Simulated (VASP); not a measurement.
# AlRu (Pm-3m) in VASP: a series of runs

AlRu is run at these levels: LDA; tasks: single point, relaxation of cell and atoms.

All numbers are computed with VASP 6.6.1; they aren't measurements. Logs are shortened: lines on timing, memory, paths and dates and some standing lists are left out, and cuts for length are marked.

## Step 1: The cell of the first run

Symmetry: Pm-3m, No. 221, cubic system. The conventional cell has a = 2.953 Å, b = 2.953 Å, c = 2.953 Å, α = 90.00°, β = 90.00°, γ = 90.00°. Within 3.4 Å of Al (site symmetry m-3m) lie 8 Ru at 2.56 Å and 6 Al at 2.95 Å. Within 3.4 Å of Ru (site symmetry m-3m) lie 8 Al at 2.56 Å and 6 Ru at 2.95 Å.

## Step 2: Single point, LDA

Input file INCAR:

```
SYSTEM = AlRu
PREC = Accurate
ENCUT = 520
EDIFF = 1E-7
ISMEAR = -1
SIGMA = 0.05
LREAL = .FALSE.
LASPH = .TRUE.
NELM = 80
ALGO = Normal
ISIF = 2
LWAVE = .FALSE.
LCHARG = .FALSE.
NBANDS = 16
```

Input file KPOINTS:

```
Automatic mesh
0
G
  12 12 12
  0 0 0
```

Input file POSCAR:

```
AlRu
1.0
    2.9533721097      0.0000000000      0.0000000000
    0.0000000000      2.9533721097      0.0000000000
    0.0000000000      0.0000000000      2.9533721097
Al Ru
1 1
Direct
    0.0000000000      0.0000000000      0.0000000000
    0.5000000000      0.5000000000      0.5000000000
```

Potentials or basis: VASP PAW LDA potentials, release 64 (Al, Ru_pv).

Command:

```
$ cat potpaw_LDA.64/Al/POTCAR potpaw_LDA.64/Ru_pv/POTCAR > POTCAR
$ mpirun -np 1 vasp_std > vasp.out
```

OUTCAR:

```text
SYSTEM = AlRu
   PREC = Accurate
   ENCUT = 520
   EDIFF = 1E-7
   ISMEAR = -1
   LREAL = .FALSE.
   LASPH = .TRUE.
   NELM = 80
   ISIF = 2

 ion  position               nearest neighbor table
   1  0.000  0.000  0.000-   2 2.56   2 2.56   2 2.56   2 2.56   2 2.56   2 2.56   2 2.56   2 2.56

   2  0.500  0.500  0.500-   1 2.56   1 2.56   1 2.56   1 2.56   1 2.56   1 2.56   1 2.56   1 2.56

  LATTYP: Found a simple cubic cell.
 ALAT       =     2.9533721097

  Lattice vectors:

 A1 = (   2.9533721097,   0.0000000000,   0.0000000000)
 A2 = (   0.0000000000,   2.9533721097,   0.0000000000)
 A3 = (   0.0000000000,   0.0000000000,   2.9533721097)

Analysis of symmetry for initial positions (statically):
=====================================================================
 Subroutine PRICEL returns:
 Original cell was already a primitive cell.

 Routine SETGRP: Setting up the symmetry group for a
 simple cubic supercell.

 Subroutine GETGRP returns: Found 48 space group operations
 (whereof 48 operations were pure point group operations)
 out of a pool of 48 trial point group operations.

The static configuration has the point symmetry O_h .

Analysis of symmetry for dynamics (positions and initial velocities):
=====================================================================
 Subroutine PRICEL returns:
 Original cell was already a primitive cell.

 Routine SETGRP: Setting up the symmetry group for a
 simple cubic supercell.

 Subroutine GETGRP returns: Found 48 space group operations
 (whereof 48 operations were pure point group operations)
 out of a pool of 48 trial point group operations.

The dynamic configuration has the point symmetry O_h .

 Subroutine INISYM returns: Found 48 space group operations
 (whereof 48 operations are pure point group operations),
 and found     1 'primitive' translations

----------------------------------------------------------------------------------------

                                     Primitive cell

  volume of cell :      25.7605

  direct lattice vectors                    reciprocal lattice vectors
     2.953372110  0.000000000  0.000000000     0.338596006  0.000000000  0.000000000
     0.000000000  2.953372110  0.000000000     0.000000000  0.338596006  0.000000000
     0.000000000  0.000000000  2.953372110     0.000000000  0.000000000  0.338596006

  length of vectors
     2.953372110  2.953372110  2.953372110     0.338596006  0.338596006  0.338596006

  position of ions in fractional coordinates (direct lattice)
     0.000000000  0.000000000  0.000000000
     0.500000000  0.500000000  0.500000000

  ion indices of the primitive-cell ions
   primitive index   ion index
                 1           1
                 2           2

----------------------------------------------------------------------------------------

 KPOINTS: Automatic mesh

Automatic generation of k-mesh.
 Grid dimensions read from file:
 generate k-points for:   12   12   12

 Generating k-lattice:

  Cartesian coordinates                     Fractional coordinates (reciprocal lattice)
     0.028216334  0.000000000  0.000000000     0.083333333  0.000000000  0.000000000
     0.000000000  0.028216334  0.000000000     0.000000000  0.083333333  0.000000000
     0.000000000  0.000000000  0.028216334     0.000000000  0.000000000  0.083333333

  Length of vectors
     0.028216334  0.028216334  0.028216334

  Shift w.r.t. Gamma in fractional coordinates (k-lattice)
     0.000000000  0.000000000  0.000000000

 Subroutine IBZKPT returns following result:
 ===========================================

 Found     84 irreducible k-points:

 Following reciprocal coordinates:
            Coordinates               Weight
  0.000000  0.000000  0.000000      1.000000
  0.083333  0.000000  0.000000      6.000000
  0.166667  0.000000  0.000000      6.000000
  0.250000  0.000000  0.000000      6.000000
  0.333333  0.000000  0.000000      6.000000
  0.416667  0.000000  0.000000      6.000000
[... 16 lines left out ...]
  0.333333  0.333333  0.000000     12.000000
  0.416667  0.333333  0.000000     24.000000
 [... further k-points ...]
   k-points           NKPTS =     84   k-points in BZ     NKDIM =     84   number of bands    NBANDS=     16
   number of dos      NEDOS =    301   number of ions     NIONS =      2
   total plane-waves  NPLWV =  13824
   dimension x,y,z NGX =    24 NGY =   24 NGZ =   24
   dimension x,y,z NGXF=    48 NGYF=   48 NGZF=   48
   ions per type =               1   1
   NGX,Y,Z   is equivalent  to a cutoff of  13.51, 13.51, 13.51 a.u.
   NGXF,Y,Z  is equivalent  to a cutoff of  27.02, 27.02, 27.02 a.u.
 SYSTEM =  AlRu
   PREC   = accura    normal or accurate (medium, high low for compatibility)
   ISTART =      0    job   : 0-new  1-cont  2-samecut
   ICHARG =      2    charge: 1-file 2-atom 10-const
   ISPIN  =      1    spin polarized calculation?
   LNONCOLLINEAR =      F non collinear calculations
   LSORBIT =      F    spin-orbit coupling
   LASPH  =      T    aspherical Exc in radial PAW
   ENCUT  =  520.0 eV  38.22 Ry    6.18 a.u.   5.49  5.49  5.49*2*pi/ulx,y,z
   NELM   =     80;   NELMIN=  2; NELMDL= -5     # of ELM steps
   EDIFF  = 0.1E-06   stopping-criterion for ELM
   LREAL  =      F    real-space projection
   EDIFFG = 0.1E-05   stopping-criterion for IOM
   NSW    =      0    number of steps for IOM
   IBRION =     -1    ionic relax: 0-MD 1-quasi-New 2-CG
   NFREE  =      0    steps in history (QN), initial steepest desc. (CG)
   ISIF   =      2    stress and relaxation
   ISYM   =      2    0-nonsym 1-usesym 2-fastsym
   POTIM  = 0.5000    time-step for ionic-motion
   TEBEG  =    0.0;   TEEND  =   0.0 temperature during run
   PSTRESS=    0.0 pullay stress
   NELECT =      17.0000    total number of electrons
   NUPDOWN=      -1.0000    fix difference up-down
   EMIN   =  10.00;   EMAX   =-10.00  energy-range for DOS
   EFERMI =   0.00;   METHOD = LEGACY
   ISMEAR =    -1;   SIGMA  =   0.05  broadening in eV -4-tet -1-fermi 0-gaus
   EFERMI_NEDOS =   21; number of points for ismear=-14 and -15
   IALGO  =     38    algorithm
   IMIX   =      4    mixing-type and parameters
     AMIX     =   0.40;   BMIX     =  1.00
     AMIX_MAG =   1.60;   BMIX_MAG =  1.00
  volume/ion in A,a.u.               =      12.88        86.92
  Fermi-wavevector in a.u.,A,eV,Ry     =   1.425300  2.693427 27.639967  2.031480
  Thomas-Fermi vector in A             =   2.545699
   LORBIT       =      0    0 simple, 1 ext, 2 COOP (PROOUT), +10 PAW based schemes
   GGA     = CA    functional components
   LHFCALC =     F    Hartree Fock is set to
   AEXX    =    0.0000 exact exchange contribution
   IVDW    =     0    specifies the selected vdW correction
   LEPSILON=     F    determine dielectric tensor
   LRPA    =     F    only Hartree local field effects (RPA)
 non-spin polarized calculation
  energy-cutoff  :      520.00
  volume of cell :       25.76
 maximum number of plane-waves:       739
 NGX is ok and might be reduce to    24
   NGX = 11   NGY = 11   NGZ = 11

 number of electron      16.9999998 magnetization

 Free energy of the ion-electron system (eV)
  ---------------------------------------------------
  ext. energy  EPLUGINS =         0.00000000
  ---------------------------------------------------
  free energy    TOTEN  =       -16.19572322 eV

  energy without entropy =      -16.18465117  energy(sigma->0) =      -16.19018720

 E-fermi :  11.0649     XC(G=0): -12.9923

 val. band max:       11.0601856206   @ k =   0.0833   0.0833   0.0000
 cond. band min:      11.0792269935   @ k =   0.2500   0.0833   0.0833
 fundamental gap:      0.0190413729
 Fermi energy:        11.0648562196

 k-point     1 :       0.0000    0.0000    0.0000
  band No.  band energies     occupation
      1     -30.5144      2.00000
      2     -30.5144      2.00000
      3     -30.5144      2.00000
      4       1.1835      2.00000
      5       7.2625      2.00000
      6       7.2625      2.00000
[... 8 lines left out ...]
     15      22.7353      0.00000
     16      26.7217      0.00000

 k-point     2 :       0.0833    0.0000    0.0000
  band No.  band energies     occupation
      1     -30.5311      2.00000
      2     -30.5130      2.00000
      3     -30.5130      2.00000
      4       1.3216      2.00000
      5       7.3114      2.00000
      6       7.3155      2.00000
[... 8 lines left out ...]
     15      22.8367      0.00000
     16      27.1422      0.00000

 k-point     3 :       0.1667    0.0000    0.0000
  band No.  band energies     occupation
      1     -30.5767      2.00000
      2     -30.5091      2.00000
      3     -30.5091      2.00000
      4       1.7265      2.00000
      5       7.4217      2.00000
      6       7.4493      2.00000
[... 8 lines left out ...]
     15      23.6403      0.00000
     16      28.4591      0.00000

 k-point     4 :       0.2500    0.0000    0.0000
  band No.  band energies     occupation
      1     -30.6386      2.00000
      2     -30.5038      2.00000
      3     -30.5038      2.00000
      4       2.3713      2.00000
      5       7.4158      2.00000
      6       7.6494      2.00000
[... 8 lines left out ...]
     15      24.1922      0.00000
     16      27.8735      0.00000
[... 324 lines left out ...]
 k-point    22 :       0.5000    0.2500    0.0000
  band No.  band energies     occupation
      1     -30.7448      2.00000
      2     -30.6120      2.00000
      3     -30.4825      2.00000
      4       5.1955      2.00000
      5       6.2564      2.00000
      6       8.7619      2.00000
[... 8 lines left out ...]
     15      22.9469      0.00000
     16      25.0449      0.00000

 k-point    23 :       0.3333    0.3333    0.0000
  band No.  band energies     occupation
      1     -30.6803      2.00000
      2     -30.6757      2.00000
      3     -30.4825      2.00000
      4       4.5386      2.00000
      5       7.0377      2.00000
      6       8.8279      2.00000
[... 8 lines left out ...]
     15      23.9140      0.00000
     16      26.1476      0.00000

 k-point    24 :       0.4167    0.3333    0.0000
  band No.  band energies     occupation
      1     -30.7211      2.00000
      2     -30.6726      2.00000
      3     -30.4786      2.00000
      4       4.8814      2.00000
      5       6.9829      2.00000
      6       9.0809      2.00000
[... 8 lines left out ...]
     15      23.6769      0.00000
     16      26.5803      0.00000

 [... further k-points ...]
[... 5 lines left out ...]
  --------------------------------------------------------------------------------------
  -------------------------------------------------------------------------------------
  Total        0.0949930      0.0949930      0.0949930      0.0000000     -0.0000000      0.0000000
  in kB        5.9080955      5.9080955      5.9080955      0.0000000     -0.0000000      0.0000000
  external PRESSURE =       5.9080955 kB  Pullay stress =       0.0000000 kB

 VOLUME and BASIS-vectors are now :
 -----------------------------------------------------------------------------
  energy-cutoff  :      520.00
  volume of cell :       25.76
      direct lattice vectors                 reciprocal lattice vectors
     2.953372110  0.000000000  0.000000000     0.338596006  0.000000000  0.000000000
     0.000000000  2.953372110  0.000000000     0.000000000  0.338596006  0.000000000
     0.000000000  0.000000000  2.953372110     0.000000000  0.000000000  0.338596006

 POSITION                                       TOTAL-FORCE (eV/Angst)
 -----------------------------------------------------------------------------------
      0.00000      0.00000      0.00000         0.000000      0.000000      0.000000
      1.47669      1.47669      1.47669         0.000000      0.000000      0.000000
 -----------------------------------------------------------------------------------
    total drift:                                0.000000     -0.000000     -0.000000

  FREE ENERGIE OF THE ION-ELECTRON SYSTEM (eV)
  ---------------------------------------------------
  free  energy   TOTEN  =       -16.1957232167 eV

  energy  without entropy=      -16.1846511744  energy(sigma->0) =      -16.19018720
```

Run time: 10 s. Hardware: 1 thread of Intel Xeon Platinum 8488C (Sapphire Rapids), shared host; peak memory 0.15 GiB.

What came out:

| Property | Result |
| --- | --- |
| Free energy | -16.1957 eV |
| Pressure | 0.6 GPa |

Levels at points of the mesh, in eV from the Fermi level:
```
           k point  band 7  band 8  band 9  band 10  band 11  band 12
(0.00, 0.00, 0.00)    0.20    0.20    0.20     6.22     6.22     6.22
(0.50, 0.00, 0.00)   -1.69   -1.69    0.47     2.42     7.48    11.19
(0.50, 0.50, 0.00)   -1.36   -1.24   -1.24     1.62     5.53     6.63
(0.50, 0.50, 0.50)    1.72    1.72    2.72     4.23     4.23     4.23
```

## Step 3: Single point, LDA

Input file INCAR:

```
  PREC = Accurate
  ENCUT = 520
  EDIFF = 1E-7
  ISMEAR = -1
  SIGMA = 0.05
  LREAL = F
  LASPH = T
  NELM = 80
  ALGO = Normal
  ISIF = 2
  LWAVE = F
  LCHARG = F
  NBANDS = 16
```

Input file KPOINTS:

```
Automatic mesh
0
Gamma
  12 12 12
```

POSCAR is that of step 2.

Potentials or basis: VASP PAW LDA potentials, release 64 (Al, Ru_pv).

Command:

```
$ cat potpaw_LDA.64/Al/POTCAR potpaw_LDA.64/Ru_pv/POTCAR > POTCAR
$ mpirun -np 1 vasp_std > vasp.out
```

It took 10 s on 1 thread of Intel Xeon Platinum 8488C (Sapphire Rapids), shared host; peak memory 0.15 GiB.

Results (log left out):

* Free energy: -16.1957 eV
* Pressure: 0.6 GPa

Levels at points of the mesh, in eV from the Fermi level:
```
           k point  band 7  band 8  band 9  band 10  band 11  band 12
(0.00, 0.00, 0.00)    0.20    0.20    0.20     6.22     6.22     6.22
(0.50, 0.00, 0.00)   -1.69   -1.69    0.47     2.42     7.48    11.19
(0.50, 0.50, 0.00)   -1.36   -1.24   -1.24     1.62     5.53     6.63
(0.50, 0.50, 0.50)    1.72    1.72    2.72     4.23     4.23     4.23
```

## Step 4: Single point, LDA

Input file INCAR:

```
PREC = Accurate
ENCUT = 520
EDIFF = 1E-7
ISMEAR = -4
SIGMA = 0.1
LREAL = F
LASPH = T
NELM = 60
ALGO = Normal
ISIF = 2
LWAVE = F
LCHARG = T
GGA = CA
LELF = T
LVHAR = T
NBANDS = 16
```

Input file KPOINTS:

```
regular mesh
0
Gamma
  12 12 12
```

POSCAR is that of step 3.

Command:

```
$ cat potpaw_LDA.64/Al/POTCAR potpaw_LDA.64/Ru_pv/POTCAR > POTCAR
$ mpirun -np 1 vasp_std > vasp.out
```

It took 12 s on 1 thread of Intel Xeon Platinum 8488C (Sapphire Rapids), shared host; peak memory 0.15 GiB.

Results (log left out):

* Free energy: -16.1164 eV
* Pressure: 1.2 GPa

Levels at points of the mesh, in eV from the Fermi level:
```
           k point  band 7  band 8  band 9  band 10  band 11  band 12
(0.00, 0.00, 0.00)    0.23    0.23    0.23     6.24     6.24     6.24
(0.50, 0.00, 0.00)   -1.66   -1.66    0.50     2.44     7.51    11.22
(0.50, 0.50, 0.00)   -1.33   -1.21   -1.21     1.64     5.56     6.66
(0.50, 0.50, 0.50)    1.74    1.74    2.75     4.26     4.26     4.26
```

(Part 1 of 2 ends here.)
